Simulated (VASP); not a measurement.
# HgS (F-43m) in VASP: a series of runs

HgS is run at these levels: RPBE, BLYP; tasks: single point.

Everything below comes from runs of VASP 6.6.1. Logs are shortened: lines on timing, memory, paths and dates and some standing lists are left out, and cuts for length are marked.

**1. The cell of the first run**

It takes space group F-43m (No. 216, cubic). Conventional cell: a = 6.117 Å, b = 6.117 Å, c = 6.117 Å, α = 90.00°, β = 90.00°, γ = 90.00°. Within 3.5 Å of Hg (site symmetry -43m) lie 4 S at 2.65 Å. S (site symmetry -43m) has 4 Hg at 2.65 Å within 3.5 Å.

**2. Single point, RPBE (volume scaled by 1.02)**

INCAR reads:

```
PREC = Accurate ; ENCUT = 500
EDIFF = 1E-6 ; ISMEAR = 0
SIGMA = 0.05 ; LREAL = False
LASPH = True ; NELM = 120
ALGO = Normal ; ISIF = 2
LWAVE = False ; LCHARG = False
GGA = RP ; NBANDS = 16
GGA_COMPAT = False
```

KPOINTS reads:

```
regular mesh
0
Gamma
  8 8 8
```

POSCAR reads:

```
HgS
1.0
    0.0000000000      3.0584334503      3.0584334503
    3.0584334503      0.0000000000      3.0584334503
    3.0584334503      3.0584334503      0.0000000000
Hg S
1 1
Direct
    0.0000000000      0.0000000000      0.0000000000
    0.7500000000      0.7500000000      0.7500000000
```

Potentials or basis: VASP PAW PBE potentials, release 64 (Hg, S).

Command:

```console
$ cat potpaw_PBE.64/Hg/POTCAR potpaw_PBE.64/S/POTCAR > POTCAR
$ mpirun -np 1 vasp_std > vasp.out
```

OUTCAR:

```text
PREC = Accurate
   ENCUT = 500
   EDIFF = 1E-6
   ISMEAR = 0
   LREAL = False
   LASPH = True
   NELM = 120
   ISIF = 2
   GGA = RP

 ion  position               nearest neighbor table
   1  0.000  0.000  0.000-   2 2.65   2 2.65   2 2.65   2 2.65
   2  0.750  0.750  0.750-   1 2.65   1 2.65   1 2.65   1 2.65

  LATTYP: Found a face centered cubic cell.
 ALAT       =     6.1168669006

  Lattice vectors:

 A1 = (   0.0000000000,   3.0584334503,   3.0584334503)
 A2 = (   3.0584334503,   0.0000000000,   3.0584334503)
 A3 = (   3.0584334503,   3.0584334503,   0.0000000000)

Analysis of symmetry for initial positions (statically):
=====================================================================
 Subroutine PRICEL returns:
 Original cell was already a primitive cell.

 Routine SETGRP: Setting up the symmetry group for a
 face centered cubic supercell.

 Subroutine GETGRP returns: Found 24 space group operations
 (whereof 24 operations were pure point group operations)
 out of a pool of 48 trial point group operations.

The static configuration has the point symmetry T_d .

Analysis of symmetry for dynamics (positions and initial velocities):
=====================================================================
 Subroutine PRICEL returns:
 Original cell was already a primitive cell.

 Routine SETGRP: Setting up the symmetry group for a
 face centered cubic supercell.

 Subroutine GETGRP returns: Found 24 space group operations
 (whereof 24 operations were pure point group operations)
 out of a pool of 48 trial point group operations.

The dynamic configuration has the point symmetry T_d .

 Subroutine INISYM returns: Found 24 space group operations
 (whereof 24 operations are pure point group operations),
 and found     1 'primitive' translations

----------------------------------------------------------------------------------------

                                     Primitive cell

  volume of cell :      57.2173

  direct lattice vectors                    reciprocal lattice vectors
     0.000000000  3.058433450  3.058433450    -0.163482387  0.163482387  0.163482387
     3.058433450  0.000000000  3.058433450     0.163482387 -0.163482387  0.163482387
     3.058433450  3.058433450  0.000000000     0.163482387  0.163482387 -0.163482387

  length of vectors
     4.325278065  4.325278065  4.325278065     0.283159800  0.283159800  0.283159800

  position of ions in fractional coordinates (direct lattice)
     0.000000000  0.000000000  0.000000000
     0.750000000  0.750000000  0.750000000

  ion indices of the primitive-cell ions
   primitive index   ion index
                 1           1
                 2           2

----------------------------------------------------------------------------------------

 KPOINTS: regular mesh

Automatic generation of k-mesh.
 Grid dimensions read from file:
 generate k-points for:    8    8    8

 Generating k-lattice:

  Cartesian coordinates                     Fractional coordinates (reciprocal lattice)
    -0.020435298  0.020435298  0.020435298     0.125000000  0.000000000  0.000000000
     0.020435298 -0.020435298  0.020435298     0.000000000  0.125000000  0.000000000
     0.020435298  0.020435298 -0.020435298     0.000000000  0.000000000  0.125000000

  Length of vectors
     0.035394975  0.035394975  0.035394975

  Shift w.r.t. Gamma in fractional coordinates (k-lattice)
     0.000000000  0.000000000  0.000000000

 Subroutine IBZKPT returns following result:
 ===========================================

 Found     29 irreducible k-points:

 Following reciprocal coordinates:
            Coordinates               Weight
  0.000000  0.000000  0.000000      1.000000
  0.125000  0.000000  0.000000      8.000000
  0.250000  0.000000  0.000000      8.000000
  0.375000  0.000000  0.000000      8.000000
  0.500000  0.000000  0.000000      4.000000
  0.125000  0.125000  0.000000      6.000000
[... 16 lines left out ...]
  0.500000  0.250000  0.125000     48.000000
 -0.375000  0.250000  0.125000     24.000000
 [... further k-points ...]
   k-points           NKPTS =     29   k-points in BZ     NKDIM =     29   number of bands    NBANDS=     16
   number of dos      NEDOS =    301   number of ions     NIONS =      2
   total plane-waves  NPLWV =  32768
   dimension x,y,z NGX =    32 NGY =   32 NGZ =   32
   dimension x,y,z NGXF=    64 NGYF=   64 NGZF=   64
   ions per type =               1   1
   NGX,Y,Z   is equivalent  to a cutoff of  12.30, 12.30, 12.30 a.u.
   NGXF,Y,Z  is equivalent  to a cutoff of  24.60, 24.60, 24.60 a.u.
 SYSTEM =  unknown system
   PREC   = accura    normal or accurate (medium, high low for compatibility)
   ISTART =      0    job   : 0-new  1-cont  2-samecut
   ICHARG =      2    charge: 1-file 2-atom 10-const
   ISPIN  =      1    spin polarized calculation?
   LNONCOLLINEAR =      F non collinear calculations
   LSORBIT =      F    spin-orbit coupling
   LASPH  =      T    aspherical Exc in radial PAW
   ENCUT  =  500.0 eV  36.75 Ry    6.06 a.u.   7.89  7.89  7.89*2*pi/ulx,y,z
   NELM   =    120;   NELMIN=  2; NELMDL= -5     # of ELM steps
   EDIFF  = 0.1E-05   stopping-criterion for ELM
   LREAL  =      F    real-space projection
   EDIFFG = 0.1E-04   stopping-criterion for IOM
   NSW    =      0    number of steps for IOM
   IBRION =     -1    ionic relax: 0-MD 1-quasi-New 2-CG
   NFREE  =      0    steps in history (QN), initial steepest desc. (CG)
   ISIF   =      2    stress and relaxation
   ISYM   =      2    0-nonsym 1-usesym 2-fastsym
   POTIM  = 0.5000    time-step for ionic-motion
   TEBEG  =    0.0;   TEEND  =   0.0 temperature during run
   PSTRESS=    0.0 pullay stress
   NELECT =      18.0000    total number of electrons
   NUPDOWN=      -1.0000    fix difference up-down
   EMIN   =  10.00;   EMAX   =-10.00  energy-range for DOS
   EFERMI =   0.00;   METHOD = LEGACY
   ISMEAR =     0;   SIGMA  =   0.05  broadening in eV -4-tet -1-fermi 0-gaus
   EFERMI_NEDOS =   21; number of points for ismear=-14 and -15
   IALGO  =     38    algorithm
   IMIX   =      4    mixing-type and parameters
     AMIX     =   0.40;   BMIX     =  1.00
     AMIX_MAG =   1.60;   BMIX_MAG =  1.00
  volume/ion in A,a.u.               =      28.61       193.06
  Fermi-wavevector in a.u.,A,eV,Ry     =   1.113414  2.104047 16.867013  1.239690
  Thomas-Fermi vector in A             =   2.249998
   LORBIT       =      0    0 simple, 1 ext, 2 COOP (PROOUT), +10 PAW based schemes
   GGA     = RP    functional components
   LHFCALC =     F    Hartree Fock is set to
   AEXX    =    0.0000 exact exchange contribution
   IVDW    =     0    specifies the selected vdW correction
   LEPSILON=     F    determine dielectric tensor
   LRPA    =     F    only Hartree local field effects (RPA)
 non-spin polarized calculation
 Gauss-broadening in eV      SIGMA  =   0.05
  energy-cutoff  :      500.00
  volume of cell :       57.22
 maximum number of plane-waves:      1475
   NGX = 15   NGY = 15   NGZ = 15

 number of electron      18.0000002 magnetization

 Free energy of the ion-electron system (eV)
  ---------------------------------------------------
  ext. energy  EPLUGINS =         0.00000000
  ---------------------------------------------------
  free energy    TOTEN  =        -3.86937562 eV

  energy without entropy =       -3.86922409  energy(sigma->0) =       -3.86929986

 E-fermi :   1.0009     XC(G=0):  -8.3969

 val. band max:        0.9855719171   @ k =   0.0000   0.0000   0.0000
 cond. band min:       1.7329123511   @ k =   0.1250   0.0000   0.0000
 fundamental gap:      0.7473404340
 Fermi energy:         1.0008597309

 k-point     1 :       0.0000    0.0000    0.0000
  band No.  band energies     occupation
      1     -11.3552      2.00000
      2      -5.3699      2.00000
      3      -5.3699      2.00000
      4      -5.3699      2.00000
      5      -4.7153      2.00000
      6      -4.7153      2.00000
[... 8 lines left out ...]
     15      12.4368      0.00000
     16      12.4368      0.00000

 k-point     2 :       0.1250    0.0000    0.0000
  band No.  band energies     occupation
      1     -11.2998      2.00000
      2      -5.3421      2.00000
      3      -5.3421      2.00000
      4      -5.3343      2.00000
      5      -4.7165      2.00000
      6      -4.7165      2.00000
[... 8 lines left out ...]
     15      11.9389      0.00000
     16      11.9389      0.00000

 k-point     3 :       0.2500    0.0000    0.0000
  band No.  band energies     occupation
      1     -11.1633      2.00000
      2      -5.2806      2.00000
      3      -5.2806      2.00000
      4      -5.1805      2.00000
      5      -4.7094      2.00000
      6      -4.7094      2.00000
[... 8 lines left out ...]
     15      11.6770      0.00000
     16      11.8438      0.00000

 k-point     4 :       0.3750    0.0000    0.0000
  band No.  band energies     occupation
      1     -11.0229      2.00000
      2      -5.2309      2.00000
      3      -5.2309      2.00000
      4      -4.8184      2.00000
      5      -4.6835      2.00000
      6      -4.6835      2.00000
[... 8 lines left out ...]
     15      12.2509      0.00000
     16      12.2509      0.00000

 k-point     5 :       0.5000    0.0000    0.0000
  band No.  band energies     occupation
      1     -10.9636      2.00000
      2      -5.2149      2.00000
      3      -5.2149      2.00000
      4      -4.6660      2.00000
      5      -4.6660      2.00000
      6      -4.4142      2.00000
[... 8 lines left out ...]
     15      12.9927      0.00000
     16      12.9927      0.00000

 k-point     6 :       0.1250    0.1250    0.0000
  band No.  band energies     occupation
      1     -11.2814      2.00000
      2      -5.3580      2.00000
      3      -5.3149      2.00000
      4      -5.3149      2.00000
      5      -4.7355      2.00000
      6      -4.6997      2.00000
[... 8 lines left out ...]
     15      12.1118      0.00000
     16      12.4675      0.00000
[... 267 lines left out ...]
 k-point    21 :       0.5000    0.5000    0.0000
  band No.  band energies     occupation
      1     -10.8337      2.00000
      2      -5.1759      2.00000
      3      -4.9113      2.00000
      4      -4.9113      2.00000
      5      -4.6071      2.00000
      6      -4.3840      2.00000
[... 8 lines left out ...]
     15      12.6927      0.00000
     16      13.9374      0.00000

 k-point    22 :       0.3750    0.2500    0.1250
  band No.  band energies     occupation
      1     -11.0603      2.00000
      2      -5.2452      2.00000
      3      -5.1792      2.00000
      4      -5.0898      2.00000
      5      -4.7348      2.00000
      6      -4.6581      2.00000
[... 8 lines left out ...]
     15      12.6159      0.00000
     16      14.0190      0.00000

 k-point    23 :       0.5000    0.2500    0.1250
  band No.  band energies     occupation
      1     -10.9470      2.00000
      2      -5.1770      2.00000
      3      -5.1357      2.00000
      4      -4.8630      2.00000
      5      -4.6769      2.00000
      6      -4.5769      2.00000
[... 8 lines left out ...]
     15      13.1817      0.00000
     16      13.4261      0.00000

 k-point    24 :      -0.3750    0.2500    0.1250
  band No.  band energies     occupation
      1     -10.8996      2.00000
      2      -5.1620      2.00000
      3      -5.1146      2.00000
      4      -4.7474      2.00000
      5      -4.6877      2.00000
      6      -4.3394      2.00000
[... 8 lines left out ...]
     15      12.8689      0.00000
     16      13.4759      0.00000

 [... further k-points ...]
[... 5 lines left out ...]
  --------------------------------------------------------------------------------------
  -------------------------------------------------------------------------------------
  Total       -0.2288363     -0.2288363     -0.2288363      0.0000000      0.0000000     -0.0000000
  in kB       -6.4077930     -6.4077930     -6.4077930      0.0000000      0.0000000     -0.0000000
  external PRESSURE =      -6.4077930 kB  Pullay stress =       0.0000000 kB

 VOLUME and BASIS-vectors are now :
 -----------------------------------------------------------------------------
  energy-cutoff  :      500.00
  volume of cell :       57.22
      direct lattice vectors                 reciprocal lattice vectors
     0.000000000  3.058433450  3.058433450    -0.163482387  0.163482387  0.163482387
     3.058433450  0.000000000  3.058433450     0.163482387 -0.163482387  0.163482387
     3.058433450  3.058433450  0.000000000     0.163482387  0.163482387 -0.163482387

 POSITION                                       TOTAL-FORCE (eV/Angst)
 -----------------------------------------------------------------------------------
      0.00000      0.00000      0.00000        -0.000000     -0.000000     -0.000000
      4.58765      4.58765      4.58765         0.000000      0.000000      0.000000
 -----------------------------------------------------------------------------------
    total drift:                                0.000000      0.000000      0.000000

  FREE ENERGIE OF THE ION-ELECTRON SYSTEM (eV)
  ---------------------------------------------------
  free  energy   TOTEN  =        -3.8693756214 eV

  energy  without entropy=       -3.8692240900  energy(sigma->0) =       -3.86929986
```

Wall time 42 s (1 thread of Intel Xeon 8259CL, shared host); peak memory 0.18 GiB.

What came out:

```yaml
Free_energy: -3.8694 eV
Pressure: -0.6 GPa
Band_gap_on_the_k_mesh: zero (filled and empty bands touch)
```

Levels at points of the mesh, in eV from the Fermi level:
| k point | band 6 | band 7 | band 8 | band 9 | band 10 | band 11 | band 12 | band 13 |
| --- | --- | --- | --- | --- | --- | --- | --- | --- |
| (0.00, 0.00, 0.00) | -5.72 | -0.51 | -0.02 | -0.02 | -0.02 | 6.25 | 6.25 | 6.25 |
| (0.50, 0.00, 0.00) | -5.42 | -4.58 | -0.76 | -0.76 | 1.61 | 6.85 | 6.89 | 6.89 |
| (0.50, 0.50, 0.00) | -5.38 | -4.27 | -1.80 | -1.80 | 3.04 | 3.88 | 8.62 | 9.73 |

Caveat: the cell differs from its parent crystal (volume scaled by 1.02); the PAW data sets were made with another functional, which shifts forces and pressure a little; spin-orbit coupling is left out, which moves the levels of the heavy elements.

**3. Single point, BLYP**

This run uses another cell than the first one, of 28.90 Å³/atom, 1.010 times its volume.

INCAR reads:

```
SYSTEM = HgS
PREC = Accurate ; ENCUT = 500
EDIFF = 1E-6 ; ISMEAR = 0
SIGMA = 0.05 ; LREAL = .FALSE.
LASPH = .TRUE. ; NELM = 120
ALGO = Normal ; ISIF = 2
LWAVE = .FALSE. ; LCHARG = .TRUE.
GGA = B5 ; ALDAX = 1.0
AGGAX = 1.0 ; AGGAC = 1.0
ALDAC = 0.0 ; LELF = .TRUE.
LVHAR = .TRUE. ; NBANDS = 16
GGA_COMPAT = .FALSE.
```

KPOINTS reads:

```
regular mesh
0
G
  8 8 8
  0 0 0
```

POSCAR reads:

```
HgS
1.0
    0.0000000000      3.0688310966      3.0688310966
    3.0688310966      0.0000000000      3.0688310966
    3.0688310966      3.0688310966      0.0000000000
Hg S
1 1
Direct
    0.0000000000      0.0000000000      0.0000000000
    0.7500000000      0.7500000000      0.7500000000
```

Potentials or basis: VASP PAW PBE potentials, release 64 (Hg, S).

Command:

```console
$ cat potpaw_PBE.64/Hg/POTCAR potpaw_PBE.64/S/POTCAR > POTCAR
$ mpirun -np 1 vasp_std > vasp.out
```

It took 30 s on 1 thread of Intel Xeon Platinum 8259CL at 2.50GHz (Skylake/Cascade Lake), shared host; peak memory 0.18 GiB.

Results (log left out):

```yaml
Free_energy: -3.6527 eV
Pressure: 0.3 GPa
Band_gap_on_the_k_mesh: zero (filled and empty bands touch)
```

Levels at points of the mesh, in eV from the Fermi level:
```csv
k point,band 5,band 6,band 7,band 8,band 9,band 10,band 11,band 12,band 13,band 14
"(0.00, 0.00, 0.00)",-5.69,-5.69,-0.71,-0.02,-0.02,-0.02,6.19,6.19,6.19,9.58
"(0.50, 0.00, 0.00)",-5.64,-5.41,-4.56,-0.74,-0.74,1.47,6.60,6.83,6.83,10.18
"(0.50, 0.50, 0.00)",-5.59,-5.39,-4.25,-1.77,-1.77,2.94,3.74,8.38,9.52,9.52
```

Caveat: the PAW data sets were made with another functional, which shifts forces and pressure a little; spin-orbit coupling is left out, which moves the levels of the heavy elements.

(Part 1 of 2 ends here.)
